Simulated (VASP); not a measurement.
# B (P6_3/mmc) in VASP: a series of runs, part 2 of 2

VASP 6.6.1. The steps go on from the part before.

**3. Single point, r2SCAN**

This run uses another cell than the first one, of 7.98 Å³/atom, 1.060 times its volume.

POSCAR reads:

```
B
1.0
    2.9871304225      0.0000000000      0.0000000000
   -1.4935652112      2.5869308303      0.0000000000
    0.0000000000      0.0000000000      4.1293700773
B
4
Direct
    0.0000000000      0.0000000000      0.2500000000
    0.0000000000      0.0000000000      0.7500000000
    0.3333333333      0.6666666667      0.7500000000
    0.6666666667      0.3333333333      0.2500000000
```

INCAR.step1 reads:

```
ALGO = Normal ; EDIFF = 1E-4
ENCUT = 520 ; GGA = PE
ISMEAR = 0 ; LASPH = True
LCHARG = False ; LREAL = False
LWAVE = True ; NBANDS = 14
NELM = 80 ; PREC = Accurate
SIGMA = 0.1
```

INCAR.step2 reads:

```
ALGO = Normal ; EDIFF = 1E-6
ENCUT = 520 ; ISIF = 2
ISMEAR = 0 ; ISTART = 1
LASPH = True ; LCHARG = False
LMIXTAU = True ; LREAL = False
LWAVE = False ; METAGGA = R2SCAN
NBANDS = 14 ; NELM = 80
PREC = Accurate ; SIGMA = 0.1
```

KPOINTS reads:

```
k-points
0
Gamma
  9 9 4
```

Potentials or basis: VASP PAW PBE potentials, release 64 (B).

Launch:

```
$ cat potpaw_PBE.64/B/POTCAR > POTCAR
$ cp INCAR.step1 INCAR
$ mpirun -np 1 vasp_std > vasp.out
$ cp INCAR.step2 INCAR
$ mpirun -np 1 vasp_std > vasp.out
```

OUTCAR:

```text
EDIFF = 1E-6
   ENCUT = 520
   ISIF = 2
   ISMEAR = 0
   ISTART = 1
   LASPH = True
   LREAL = False
   METAGGA = R2SCAN
   NELM = 80
   PREC = Accurate

 ion  position               nearest neighbor table
   1  0.000  0.000  0.250-   4 1.72   4 1.72   4 1.72   2 2.06   2 2.06
   2  0.000  0.000  0.750-   3 1.72   3 1.72   3 1.72   1 2.06   1 2.06
   3  0.333  0.667  0.750-   2 1.72   2 1.72   2 1.72
   4  0.667  0.333  0.250-   1 1.72   1 1.72   1 1.72

  LATTYP: Found a hexagonal cell.
 ALAT       =     2.9871304225
 C/A-ratio  =     1.3823869377

  Lattice vectors:

 A1 = (   2.9871304225,   0.0000000000,   0.0000000000)
 A2 = (  -1.4935652112,   2.5869308303,   0.0000000000)
 A3 = (   0.0000000000,   0.0000000000,   4.1293700773)

Analysis of symmetry for initial positions (statically):
=====================================================================
 Subroutine PRICEL returns:
 Original cell was already a primitive cell.

 Routine SETGRP: Setting up the symmetry group for a
 hexagonal supercell.

[... 181 lines left out ...]
  band No.  band energies     occupation
      1      -9.7330      2.00000
      2      -2.2602      2.00000
      3      -2.0028      2.00000
      4       4.8560      1.22175
      5       4.8560      1.22171
      6       6.5554      0.00000
      7       6.5554      0.00000
      8      13.1154      0.00000
      9      13.4315      0.00000
     10      13.4315      0.00000
     11      14.0277      0.00000
     12      14.0496      0.00000
     13      15.2932      0.00000
     14      15.2932      0.00000
[... 377 lines left out ...]
      1      -4.0354      2.00000
      2      -2.6976      2.00000
      3      -2.6976      2.00000
      4      -0.4769      2.00000
      5       0.9217      2.00000
      6       0.9217      2.00000
      7       6.3837      0.00000
      8       8.7545      0.00000
      9       8.7545      0.00000
     10      14.8426      0.00000
     11      17.7539      0.00000
     12      17.7539      0.00000
     13      19.9007      0.00000
     14      21.9535      0.00000

 [... further k-points ...]
[... 5 lines left out ...]
  --------------------------------------------------------------------------------------
  -------------------------------------------------------------------------------------
  Total       -0.0649701     -0.0649701      0.0357639     -0.0000000     -0.0000000      0.0000000
  in kB       -3.2621309     -3.2621309      1.7956964     -0.0000000     -0.0000000      0.0000000
  external PRESSURE =      -1.5761885 kB  Pullay stress =       0.0000000 kB

 VOLUME and BASIS-vectors are now :
 -----------------------------------------------------------------------------
  energy-cutoff  :      520.00
  volume of cell :       31.91
      direct lattice vectors                 reciprocal lattice vectors
     2.987130422  0.000000000  0.000000000     0.334769447  0.193279230  0.000000000
    -1.493565211  2.586930830  0.000000000     0.000000000  0.386558461  0.000000000
     0.000000000  0.000000000  4.129370077     0.000000000  0.000000000  0.242167687

 POSITION                                       TOTAL-FORCE (eV/Angst)
 -----------------------------------------------------------------------------------
      0.00000      0.00000      1.03234        -0.000000      0.000000      0.000000
      0.00000      0.00000      3.09703         0.000000      0.000000      0.000000
     -0.00000      1.72462      3.09703         0.000000     -0.000000      0.000000
      1.49357      0.86231      1.03234        -0.000000      0.000000     -0.000000
 -----------------------------------------------------------------------------------
    total drift:                                0.000000     -0.000000     -0.000000

  FREE ENERGIE OF THE ION-ELECTRON SYSTEM (eV)
  ---------------------------------------------------
  free  energy   TOTEN  =       -25.6567054037 eV

  energy  without entropy=      -25.6501572977  energy(sigma->0) =      -25.65343135
```

OUTCAR.step1:

```text
EDIFF = 1E-4
   ENCUT = 520
   GGA = PE
   ISMEAR = 0
[... 640 lines left out ...]
      0.00000      0.00000      1.03234        -0.000000      0.000000     -0.000000
      0.00000      0.00000      3.09703         0.000000     -0.000000     -0.000000
     -0.00000      1.72462      3.09703         0.000000     -0.000000     -0.000000
      1.49357      0.86231      1.03234        -0.000000      0.000000      0.000000
 -----------------------------------------------------------------------------------
    total drift:                                0.000000     -0.000000     -0.000000

  FREE ENERGIE OF THE ION-ELECTRON SYSTEM (eV)
  ---------------------------------------------------
  free  energy   TOTEN  =       -23.2272521917 eV

  energy  without entropy=      -23.2184313349  energy(sigma->0) =      -23.22284176
```

OSZICAR.step1:

```text
N       E                     dE             d eps       ncg     rms          rms(c)
DAV:   1     0.101214261342E+02    0.10121E+02   -0.54294E+03  1008   0.761E+02
DAV:   2    -0.229476878937E+02   -0.33069E+02   -0.30806E+02  1358   0.137E+02
DAV:   3    -0.239586462973E+02   -0.10110E+01   -0.99336E+00  1350   0.189E+01
DAV:   4    -0.239612952807E+02   -0.26490E-02   -0.26487E-02  1158   0.109E+00
DAV:   5    -0.239613036637E+02   -0.83830E-05   -0.83828E-05  1308   0.554E-02    0.594E+00
DAV:   6    -0.234118671159E+02    0.54944E+00   -0.32122E-01  1186   0.315E+00    0.337E+00
DAV:   7    -0.232275235228E+02    0.18434E+00   -0.31061E-01  1246   0.303E+00    0.542E-01
DAV:   8    -0.232271466123E+02    0.37691E-03   -0.89468E-03  1192   0.624E-01    0.141E-01
DAV:   9    -0.232272722960E+02   -0.12568E-03   -0.57664E-04  1228   0.177E-01    0.289E-02
DAV:  10    -0.232272521917E+02    0.20104E-04   -0.56262E-05   660   0.463E-02
   1 F= -.23227252E+02 E0= -.23222842E+02  d E =-.882086E-02
```

It took 37 s on 1 thread of Intel Xeon 6975P-C (Granite Rapids), shared host; peak memory 0.15 GiB.

Results:

```
Free energy            : -25.6567 eV
Pressure               : -0.2 GPa
Band gap on the k mesh : zero (band 6 reaches 6.56 eV, above the bottom of band 7 at 2.79 eV)
```

Stress tensor (GPa, compression positive):
```
-0.33  0.00  0.00
 0.00 -0.33  0.00
 0.00  0.00  0.18
```

Caveat: the k points lie up to 0.38 Å⁻¹ apart; the PAW data sets were made with another functional, which shifts forces and pressure a little.

**4. Relaxation of cell and atoms, r2SCAN**

POSCAR reads:

```
B
1.0
    2.3370407808      0.0000000000      0.0000000000
   -1.1685203904      2.0239366858      0.0000000000
    0.0000000000      0.0000000000      6.3651110696
B
4
Direct
    0.0000000000      0.0000000000      0.2500000000
    0.0000000000      0.0000000000      0.7500000000
    0.3333333333      0.6666666667      0.7500000000
    0.6666666667      0.3333333333      0.2500000000
```

INCAR.step1 reads:

```
PREC = Accurate ; ENCUT = 600
ISMEAR = 0 ; SIGMA = 0.1
LREAL = False ; LASPH = True
NELM = 60 ; GGA = PE
ALGO = Normal ; EDIFF = 1E-4
LWAVE = True ; LCHARG = False
```

INCAR.step2 reads:

```
PREC = Accurate ; ENCUT = 600
EDIFF = 1E-7 ; ISMEAR = 0
SIGMA = 0.1 ; LREAL = False
LASPH = True ; NELM = 60
ALGO = Normal ; ISIF = 3
LWAVE = False ; LCHARG = False
METAGGA = R2SCAN ; LMIXTAU = True
IBRION = 2 ; NSW = 90
EDIFFG = -0.04 ; ISTART = 1
```

KPOINTS reads:

```
Automatic mesh
0
Gamma
  9 9 4
```

Launch:

```
$ cat potpaw_PBE.64/B/POTCAR > POTCAR
$ cp INCAR.step1 INCAR
$ mpirun -np 1 vasp_std > vasp.out
$ cp INCAR.step2 INCAR
$ mpirun -np 1 vasp_std > vasp.out
```

Wall time 13 min (1 thread of Intel Xeon 6975P-C (Granite Rapids), shared host); peak memory 0.16 GiB.

It converged, with:

| Item | Value |
| --- | --- |
| Free energy | -25.6530 eV |
| Relaxed volume | 8.00 Å³/atom |
| Relaxed cell | a = 2.985 Å, b = 2.985 Å, c = 4.146 Å, α = 90.00°, β = 90.00°, γ = 120.00° |
| Space group after relaxing (to 0.05 Å) | P6_3/mmc (No. 194) |
| Energy gained by relaxing | 2869.8 meV/atom |
| Ionic steps | 16 |
| Pressure after relaxing | -0.1 GPa |
| Band gap on the k mesh | zero (band 6 reaches 6.53 eV, above the bottom of band 7 at 2.80 eV) |

Stress tensor (GPa, compression positive):
```
 0.06  0.00  0.00
 0.00  0.06  0.00
 0.00  0.00 -0.36
```

The path:
```tsv
step	energy change (eV)	largest force (eV/Å)	pressure (GPa)	volume (Å³)
1	0.0000	0.0000	181.65	30.11
2	-3.9842	0.0000	-29.57	78.97
3	-10.2378	0.0000	-8.17	49.73
4	-10.2742	0.0000	-5.38	48.74
5	-10.2845	0.0000	-2.46	47.81
6	-10.2832	0.0000	-3.76	48.21
7	-10.3585	0.0000	-4.07	46.99
8	-10.6207	0.0000	-4.40	43.30
9	-11.2667	0.0000	-4.74	35.81
10	-3.9952	0.0000	153.13	20.35
11	-11.3588	0.0000	-4.10	34.73
12	-11.4358	0.0000	3.39	30.69
13	-11.4746	0.0000	-1.30	32.49
14	-11.4788	0.0000	-0.46	32.11
15	-11.4788	0.0000	0.30	31.78
16	-11.4792	0.0000	-0.08	31.99
```

Final structure:
```
B
1.0
     2.98488    0.00000    0.00000
    -1.49244    2.58498    0.00000
     0.00000    0.00000    4.14640
B
4
Direct
  0.00000 0.00000 0.25000
  0.00000 0.00000 0.75000
  0.33333 0.66667 0.75000
  0.66667 0.33333 0.25000
```

Levels at points of the mesh, in eV from the Fermi level:
```tsv
k point	band 4	band 5	band 6	band 7	band 8	band 9
(0.00, 0.00, 0.00)	0.04	0.04	1.71	1.71	8.59	8.59
(0.00, 0.00, 0.50)	1.00	1.00	1.00	1.73	1.73	8.49
```

Caveat: the PAW data sets were made with another functional, which shifts forces and pressure a little.

**5. Single point, r2SCAN**

This run uses another cell than the first one, of 7.90 Å³/atom, 1.049 times its volume.

POSCAR reads:

```
B
1.0
    2.9916062076      0.0000000000      0.0000000000
   -1.4958031038      2.5908069739      0.0000000000
    0.0000000000      0.0000000000      4.0751286337
B
4
Direct
    0.0000000000      0.0000000000      0.2500000000
    0.0000000000      0.0000000000      0.7500000000
    0.3333333333      0.6666666667      0.7500000000
    0.6666666667      0.3333333333      0.2500000000
```

INCAR.step1 reads:

```
SYSTEM = B
PREC = Accurate
ENCUT = 520
ISMEAR = 0
SIGMA = 0.1
LREAL = .FALSE.
LASPH = .TRUE.
NELM = 60
NBANDS = 14
GGA = PE
ALGO = Normal
EDIFF = 1E-4
LWAVE = .TRUE.
LCHARG = .FALSE.
```

INCAR.step2 reads:

```
SYSTEM = B
PREC = Accurate
ENCUT = 520
EDIFF = 1E-6
ISMEAR = 0
SIGMA = 0.1
LREAL = .FALSE.
LASPH = .TRUE.
NELM = 60
ALGO = Normal
ISIF = 2
LWAVE = .FALSE.
LCHARG = .FALSE.
METAGGA = R2SCAN
LMIXTAU = .TRUE.
NBANDS = 14
ISTART = 1
```

KPOINTS reads:

```
regular mesh
0
G
  18 18 12
  0 0 0
```

Launch:

```
$ cat potpaw_PBE.64/B/POTCAR > POTCAR
$ cp INCAR.step1 INCAR
$ mpirun -np 1 vasp_std > vasp.out
$ cp INCAR.step2 INCAR
$ mpirun -np 1 vasp_std > vasp.out
```

Run time: 3.7 min. Hardware: 1 thread of Intel Xeon 6975P-C (Granite Rapids), shared host; peak memory 0.2 GiB.

Results (log left out):

- Free energy: -25.6865 eV
- Pressure: 0.0 GPa
- Band gap on the k mesh: zero (band 6 reaches 6.64 eV, above the bottom of band 7 at 2.79 eV)

Stress tensor (GPa, compression positive):
```
-0.11  0.00  0.00
 0.00 -0.11  0.00
 0.00  0.00  0.12
```

Levels at points of the mesh, in eV from the Fermi level:
| k point | band 2 | band 3 | band 4 | band 5 | band 6 | band 7 | band 8 | band 9 | band 10 | band 11 |
| --- | --- | --- | --- | --- | --- | --- | --- | --- | --- | --- |
| (0.00, 0.00, 0.00) | -7.04 | -7.03 | -0.23 | -0.23 | 1.54 | 1.54 | 8.38 | 8.44 | 8.44 | 8.87 |
| (0.50, 0.00, 0.00) | -9.70 | -3.71 | -3.59 | -3.38 | -3.12 | 0.23 | 0.60 | 4.60 | 6.90 | 12.92 |
| (0.00, 0.00, 0.50) | -12.86 | 0.80 | 0.80 | 0.80 | 0.80 | 1.94 | 1.94 | 8.23 | 8.23 | 8.23 |
| (0.50, 0.00, 0.50) | -8.80 | -7.74 | -7.74 | -1.91 | -1.91 | 4.21 | 4.21 | 4.91 | 4.91 | 10.54 |

Caveat: the PAW data sets were made with another functional, which shifts forces and pressure a little.

**6. Overview**

| task | cell | k mesh | cutoff (eV) | gap on the mesh (eV) | pressure (GPa) |
| --- | --- | --- | --- | --- | --- |
| single point | a = 2.337, b = 2.337, c = 6.365 Å, angles 90.0, 90.0, 120.0°, 4 atoms | 9 × 9 × 4 | 520 | none | 181.7 |
| single point | a = 2.987, b = 2.987, c = 4.129 Å, angles 90.0, 90.0, 120.0°, 4 atoms | 9 × 9 × 4 | 520 | none | -0.2 |
| relaxation of cell and atoms | relaxed from a = 2.337, b = 2.337, c = 6.365 Å, angles 90.0, 90.0, 120.0°, 4 atoms | 9 × 9 × 4 | 600 | none | -0.1 |
| single point | a = 2.992, b = 2.992, c = 4.075 Å, angles 90.0, 90.0, 120.0°, 4 atoms | 18 × 18 × 12 | 520 | none | 0.0 |

Alike in all rows: level r2SCAN; potentials or basis VASP PAW PBE potentials, release 64 (B); no spin polarisation; smearing gaussian 0.1 eV.

Caveats: some runs use coarse meshes; the PAW data sets were made with another functional, which shifts forces and pressure a little.

Absolute energies hang on the potentials; compare differences alone.
